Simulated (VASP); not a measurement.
# Si2W (I4/mmm) in VASP: notebook, part 2 of 3

VASP 6.6.1. Earlier steps stand in the parts before.

**4. Single point, PBE**

This run uses another cell than the first one, of 13.48 Å³/atom.

The input, INCAR:

```
PREC = Accurate
ENCUT = 520
EDIFF = 1E-7
ISMEAR = 0
SIGMA = 0.013000000000000001
LREAL = F
LASPH = T
NELM = 100
ALGO = Normal
ISIF = 2
LWAVE = F
LCHARG = T
GGA = PE
LELF = T
LVHAR = T
NBANDS = 18
```

The input, KPOINTS:

```
regular mesh
0
Gamma
  12 12 12
```

The input, POSCAR:

```
Si2W
1.0
   -1.6069000000      1.6069000000      3.9149500000
    1.6069000000     -1.6069000000      3.9149500000
    1.6069000000      1.6069000000     -3.9149500000
W Si
1 2
Direct
    0.0000000000      0.0000000000      0.0000000000
    0.6653000000      0.6653000000      0.0000000000
    0.3347000000      0.3347000000      0.0000000000
```

Potentials or basis: VASP PAW PBE potentials, release 64 (W_sv, Si).

Command:

```bash
> cat potpaw_PBE.64/W_sv/POTCAR potpaw_PBE.64/Si/POTCAR > POTCAR
> mpirun -np 1 vasp_std > vasp.out
```

OUTCAR:

```text
PREC = Accurate
   ENCUT = 520
   EDIFF = 1E-7
   ISMEAR = 0
   LREAL = F
   LASPH = T
   NELM = 100
   ISIF = 2
   GGA = PE

 ion  position               nearest neighbor table
   1  0.000  0.000  0.000-   2 2.62   2 2.62   2 2.62   3 2.62   2 2.62   3 2.62   3 2.62   3 2.62
                             2 2.62   3 2.62
   2  0.665  0.665  0.000-   3 2.59   1 2.62   1 2.62   1 2.62   1 2.62   1 2.62   3 2.63   3 2.63
                             3 2.63   3 2.63
   3  0.335  0.335  0.000-   2 2.59   1 2.62   1 2.62   1 2.62   1 2.62   1 2.62   2 2.63   2 2.63
                             2 2.63   2 2.63

  LATTYP: Found a body centered tetragonal cell.
 ALAT       =     3.2138000000
 C/A-ratio  =     2.4363370465

  Lattice vectors:

 A1 = (  -1.6069000000,   1.6069000000,   3.9149500000)
 A2 = (   1.6069000000,  -1.6069000000,   3.9149500000)
 A3 = (   1.6069000000,   1.6069000000,  -3.9149500000)

Analysis of symmetry for initial positions (statically):
=====================================================================
 Subroutine PRICEL returns:
 Original cell was already a primitive cell.

 Routine SETGRP: Setting up the symmetry group for a
 body centered tetragonal supercell.

 Subroutine GETGRP returns: Found 16 space group operations
 (whereof 16 operations were pure point group operations)
 out of a pool of 16 trial point group operations.

The static configuration has the point symmetry D_4h.

Analysis of symmetry for dynamics (positions and initial velocities):
=====================================================================
 Subroutine PRICEL returns:
 Original cell was already a primitive cell.

 Routine SETGRP: Setting up the symmetry group for a
 body centered tetragonal supercell.

 Subroutine GETGRP returns: Found 16 space group operations
 (whereof 16 operations were pure point group operations)
 out of a pool of 16 trial point group operations.

The dynamic configuration has the point symmetry D_4h.

 Subroutine INISYM returns: Found 16 space group operations
 (whereof 16 operations are pure point group operations),
 and found     1 'primitive' translations

----------------------------------------------------------------------------------------

                                     Primitive cell

  volume of cell :      40.4356

  direct lattice vectors                    reciprocal lattice vectors
    -1.606900000  1.606900000  3.914950000     0.000000000  0.311158131  0.127715552
     1.606900000 -1.606900000  3.914950000     0.311158131  0.000000000  0.127715552
     1.606900000  1.606900000 -3.914950000     0.311158131  0.311158131  0.000000000

  length of vectors
     4.526708376  4.526708376  4.526708376     0.336348992  0.336348992  0.440044048

  position of ions in fractional coordinates (direct lattice)
     0.000000000  0.000000000  0.000000000
     0.665300000  0.665300000  0.000000000
     0.334700000  0.334700000  0.000000000

  ion indices of the primitive-cell ions
   primitive index   ion index
                 1           1
                 2           2
                 3           3

----------------------------------------------------------------------------------------

[... 22 lines left out ...]
 Found    163 irreducible k-points:

 Following reciprocal coordinates:
            Coordinates               Weight
  0.000000  0.000000  0.000000      1.000000
  0.083333  0.000000  0.000000      8.000000
  0.166667 -0.000000  0.000000      8.000000
  0.250000  0.000000  0.000000      8.000000
  0.333333  0.000000  0.000000      8.000000
  0.416667  0.000000  0.000000      8.000000
[... 16 lines left out ...]
  0.500000  0.166667 -0.000000     16.000000
 -0.416667  0.166667  0.000000     16.000000
 [... further k-points ...]
   k-points           NKPTS =    163   k-points in BZ     NKDIM =    163   number of bands    NBANDS=     18
   number of dos      NEDOS =    301   number of ions     NIONS =      3
   total plane-waves  NPLWV =  46656
   dimension x,y,z NGX =    36 NGY =   36 NGZ =   36
   dimension x,y,z NGXF=    72 NGYF=   72 NGZF=   72
   ions per type =               1   2
   NGX,Y,Z   is equivalent  to a cutoff of  13.22, 13.22, 13.22 a.u.
   NGXF,Y,Z  is equivalent  to a cutoff of  26.44, 26.44, 26.44 a.u.
 SYSTEM =  unknown system
   PREC   = accura    normal or accurate (medium, high low for compatibility)
   ISTART =      0    job   : 0-new  1-cont  2-samecut
   ICHARG =      2    charge: 1-file 2-atom 10-const
   ISPIN  =      1    spin polarized calculation?
   LNONCOLLINEAR =      F non collinear calculations
   LSORBIT =      F    spin-orbit coupling
   LASPH  =      T    aspherical Exc in radial PAW
   ENCUT  =  520.0 eV  38.22 Ry    6.18 a.u.   8.42  8.42  8.42*2*pi/ulx,y,z
   NELM   =    100;   NELMIN=  2; NELMDL= -5     # of ELM steps
   EDIFF  = 0.1E-06   stopping-criterion for ELM
   LREAL  =      F    real-space projection
   EDIFFG = 0.1E-05   stopping-criterion for IOM
   NSW    =      0    number of steps for IOM
   IBRION =     -1    ionic relax: 0-MD 1-quasi-New 2-CG
   NFREE  =      0    steps in history (QN), initial steepest desc. (CG)
   ISIF   =      2    stress and relaxation
   ISYM   =      2    0-nonsym 1-usesym 2-fastsym
   POTIM  = 0.5000    time-step for ionic-motion
   TEBEG  =    0.0;   TEEND  =   0.0 temperature during run
   PSTRESS=    0.0 pullay stress
   NELECT =      22.0000    total number of electrons
   NUPDOWN=      -1.0000    fix difference up-down
   EMIN   =  10.00;   EMAX   =-10.00  energy-range for DOS
   EFERMI =   0.00;   METHOD = LEGACY
   ISMEAR =     0;   SIGMA  =   0.01  broadening in eV -4-tet -1-fermi 0-gaus
   EFERMI_NEDOS =   21; number of points for ismear=-14 and -15
   IALGO  =     38    algorithm
   IMIX   =      4    mixing-type and parameters
     AMIX     =   0.40;   BMIX     =  1.00
     AMIX_MAG =   1.60;   BMIX_MAG =  1.00
  volume/ion in A,a.u.               =      13.48        90.96
  Fermi-wavevector in a.u.,A,eV,Ry     =   1.336476  2.525573 24.302284  1.786167
  Thomas-Fermi vector in A             =   2.465099
   LORBIT       =      0    0 simple, 1 ext, 2 COOP (PROOUT), +10 PAW based schemes
   GGA     = PE    functional components
   LHFCALC =     F    Hartree Fock is set to
   AEXX    =    0.0000 exact exchange contribution
   IVDW    =     0    specifies the selected vdW correction
   LEPSILON=     F    determine dielectric tensor
   LRPA    =     F    only Hartree local field effects (RPA)
 non-spin polarized calculation
 Gauss-broadening in eV      SIGMA  =   0.01
  energy-cutoff  :      520.00
  volume of cell :       40.44
 maximum number of plane-waves:      1118
 NGX is ok and might be reduce to    36
   NGX = 17   NGY = 17   NGZ = 17

 number of electron      21.9999999 magnetization

 Free energy of the ion-electron system (eV)
  ---------------------------------------------------
  ext. energy  EPLUGINS =         0.00000000
  ---------------------------------------------------
  free energy    TOTEN  =       -24.80830924 eV

  energy without entropy =      -24.80828019  energy(sigma->0) =      -24.80829471

 E-fermi :  11.9957     XC(G=0): -12.5286

 val. band max:       11.9897472600   @ k =  -0.4167  -0.4167   0.3333
 cond. band min:      12.0157557916   @ k =  -0.4167  -0.4167   0.4167
 fundamental gap:      0.0260085316
 Fermi energy:        11.9957363075

 k-point     1 :       0.0000    0.0000    0.0000
  band No.  band energies     occupation
      1     -61.8953      2.00000
      2     -26.1519      2.00000
      3     -26.1379      2.00000
      4     -26.1379      2.00000
      5      -2.1173      2.00000
      6       5.1043      2.00000
[... 481 lines left out ...]
      5       0.9654      2.00000
      6       3.6478      2.00000
[... 10 lines left out ...]
     17      19.0354      0.00000
     18      20.3216      0.00000

 [... further k-points ...]

------------------------ aborting loop because EDIFF is reached ----------------------------------------

  FORCE on cell =-STRESS in cart. coord.  units (eV):
  Direction    XX          YY          ZZ          XY          YZ          ZX
  --------------------------------------------------------------------------------------
  -------------------------------------------------------------------------------------
  Total        0.8049800      0.8049800      0.9463885      0.0000000     -0.0000000      0.0000000
  in kB       31.8956706     31.8956706     37.4986944      0.0000000     -0.0000000      0.0000000
  external PRESSURE =      33.7633452 kB  Pullay stress =       0.0000000 kB

 VOLUME and BASIS-vectors are now :
 -----------------------------------------------------------------------------
  energy-cutoff  :      520.00
  volume of cell :       40.44
      direct lattice vectors                 reciprocal lattice vectors
    -1.606900000  1.606900000  3.914950000     0.000000000  0.311158131  0.127715552
     1.606900000 -1.606900000  3.914950000     0.311158131  0.000000000  0.127715552
     1.606900000  1.606900000 -3.914950000     0.311158131  0.311158131  0.000000000

 POSITION                                       TOTAL-FORCE (eV/Angst)
 -----------------------------------------------------------------------------------
      0.00000      0.00000      0.00000        -0.000000     -0.000000      0.000000
      0.00000      0.00000      5.20923        -0.000000     -0.000000      0.084250
      0.00000      0.00000      2.62067         0.000000      0.000000     -0.084250
 -----------------------------------------------------------------------------------
    total drift:                               -0.000000     -0.000000      0.000000

  FREE ENERGIE OF THE ION-ELECTRON SYSTEM (eV)
  ---------------------------------------------------
  free  energy   TOTEN  =       -24.8083092351 eV

  energy  without entropy=      -24.8082801878  energy(sigma->0) =      -24.80829471
```

OSZICAR:

```text
N       E                     dE             d eps       ncg     rms          rms(c)
DAV:   1     0.131567058964E+03    0.13157E+03   -0.10937E+04  5868   0.124E+03
DAV:   2    -0.210025143014E+02   -0.15257E+03   -0.14888E+03  6752   0.321E+02
DAV:   3    -0.256303129703E+02   -0.46278E+01   -0.45649E+01  7310   0.501E+01
DAV:   4    -0.256724019209E+02   -0.42089E-01   -0.42044E-01  7026   0.497E+00
DAV:   5    -0.256728342101E+02   -0.43229E-03   -0.43227E-03  6930   0.548E-01    0.254E+01
DAV:   6    -0.249095623608E+02    0.76327E+00   -0.34750E+00  6296   0.132E+01    0.877E+00
DAV:   7    -0.248306480197E+02    0.78914E-01   -0.22096E-01  6244   0.265E+00    0.452E+00
DAV:   8    -0.248088011473E+02    0.21847E-01   -0.42087E-02  6652   0.161E+00    0.330E-01
DAV:   9    -0.248083999696E+02    0.40118E-03   -0.10228E-03  6740   0.257E-01    0.194E-01
DAV:  10    -0.248083154072E+02    0.84562E-04   -0.26284E-04  7034   0.139E-01    0.396E-02
DAV:  11    -0.248083096606E+02    0.57466E-05   -0.35480E-05  6744   0.425E-02    0.174E-02
DAV:  12    -0.248083100381E+02   -0.37754E-06   -0.15857E-06  6948   0.822E-03    0.421E-03
DAV:  13    -0.248083093117E+02    0.72641E-06   -0.30016E-07  6026   0.488E-03    0.652E-04
DAV:  14    -0.248083092351E+02    0.76675E-07   -0.12343E-08  3252   0.104E-03
   1 F= -.24808309E+02 E0= -.24808295E+02  d E =-.290473E-04
```

stdout:

```text
POSCAR found type information on POSCAR W Si
 POSCAR found :  2 types and       3 ions
 scaLAPACK will be used
 LDA part: xc-table for (Slater+PW92), standard interpolation
 POSCAR, INCAR and KPOINTS ok, starting setup
 FFT: planning ... GRIDC
 FFT: planning ... GRID_SOFT
 FFT: planning ... GRID
 WAVECAR not read
 entering main loop
```

It took 3.8 min on 1 thread of Intel Xeon 8259CL, shared host; peak memory 0.28 GiB.

Results:

```yaml
Free_energy: -24.8083 eV
Pressure: 3.4 GPa
Largest_force: 0.084 eV/Å
Band_gap_on_the_k_mesh: zero (bands 11 and 12 overlap by 1.30 eV)
```

Forces on the atoms (eV/Å):
```
W    0.000  0.000  0.000
Si   0.000  0.000  0.084
Si   0.000  0.000 -0.084
```

Stress tensor (GPa, compression positive):
```
3.19 0.00 0.00
0.00 3.19 0.00
0.00 0.00 3.75
```

Levels at points of the mesh, in eV from the Fermi level:
| k point | band 7 | band 8 | band 9 | band 10 | band 11 | band 12 | band 13 | band 14 | band 15 | band 16 |
| --- | --- | --- | --- | --- | --- | --- | --- | --- | --- | --- |
| (0.00, 0.00, 0.00) | -3.78 | -3.36 | -2.88 | -2.88 | 0.57 | 2.71 | 2.90 | 3.03 | 3.03 | 4.60 |
| (0.50, 0.00, 0.00) | -5.78 | -4.90 | -2.84 | -2.80 | -0.47 | 2.67 | 2.75 | 3.90 | 4.39 | 5.06 |
| (0.50, 0.50, 0.00) | -6.04 | -5.53 | -5.05 | -3.29 | -1.80 | 2.76 | 2.94 | 3.10 | 3.88 | 4.28 |
| (0.50, 0.50, 0.50) | -3.88 | -2.61 | -0.88 | -0.88 | -0.53 | -0.53 | 0.75 | 4.47 | 4.85 | 6.13 |

Caveat: the cell stands under pressure; spin-orbit coupling is left out, which moves the levels of the heavy elements.

(Part 2 of 3 ends here.)

The gap in the log of VASP goes by the Fermi energy; the results here count the filled bands.